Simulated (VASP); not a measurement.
Input of a VASP 6.6.1 run:

INCAR

```
  PREC = Accurate
  ENCUT = 520
  EDIFF = 1E-6
  ISMEAR = -1
  SIGMA = 0.02
  LREAL = F
  LASPH = T
  NELM = 80
  ALGO = Normal
  ISIF = 2
  LWAVE = F
  LCHARG = F
  GGA = PE
  NBANDS = 11
```

File KPOINTS:

```
regular mesh
0
Gamma
  10 10 10
```

Contents of POSCAR:

```
SiC
1.0
    0.0000000000      2.1780523510      2.1998328745
    2.1780523510      0.0000000000      2.1998328745
    2.1780523510      2.1780523510      0.0000000000
Si C
1 1
Direct
    0.0000000000      0.0000000000      0.0000000000
    0.2500000000      0.2500000000      0.2500000000
```

Potentials or basis: VASP PAW PBE potentials, release 64 (Si, C).

Launch:

```console
$ cat potpaw_PBE.64/Si/POTCAR potpaw_PBE.64/C/POTCAR > POTCAR
$ mpirun -np 1 vasp_std > vasp.out
```

(1) Estimate the band gap on the k mesh.

(2) Predict the pressure.

Answers

(1) 1.31 eV, indirect (least direct gap 4.52 eV).

(2) 1.3 GPa.

Caveat: the cell differs from its parent crystal (uniaxial z strain +1.0%).
